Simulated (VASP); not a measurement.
KCdF3, 5 atoms in the cell. The structure is cubic, space group Pm-3m (No. 221). Conventional cell: a = 4.382 Å, b = 4.382 Å, c = 4.382 Å, α = 90.00°, β = 90.00°, γ = 90.00°. Within 4.1 Å of K (site symmetry m-3m) lie 12 F at 3.10 Å and 8 Cd at 3.80 Å. Within 2.9 Å of Cd (site symmetry m-3m) lie 6 F at 2.19 Å. F (site symmetry 4/mmm) has 2 Cd at 2.19 Å within 2.9 Å. 

* Program: VASP 6.6.1
* Task: single point
* Functional: LDA
* Potentials or basis: VASP PAW LDA potentials, release 64 (K_sv, Cd, F)
* Cutoff: 600 eV
* k mesh: 4 × 4 × 4
* Occupations: gaussian, width 0.01 eV
* Spin: no spin polarisation
* Dipole correction: no
* Further INCAR settings: ALGO = Normal; EDIFF = 1e-06; NBANDS = 29

Potentials or basis: VASP PAW LDA potentials, release 64 (K_sv, Cd, F).

Launch:

```console
$ cat potpaw_LDA.64/K_sv/POTCAR potpaw_LDA.64/Cd/POTCAR potpaw_LDA.64/F/POTCAR > POTCAR
$ mpirun -np 1 vasp_std > vasp.out
```

Hardware: 1 thread of Intel(R) Xeon(R) Platinum 8259CL CPU @ 2.50GHz (Skylake/Cascade Lake) (shared host).

Q: How long does it take, and how much memory?

A: Wall time 19 s on 1 thread of Intel(R) Xeon(R) Platinum 8259CL CPU @ 2.50GHz (Skylake/Cascade Lake), on a shared host, peak memory 0.18 GiB. Counts: scf iterations 13, k points 10.
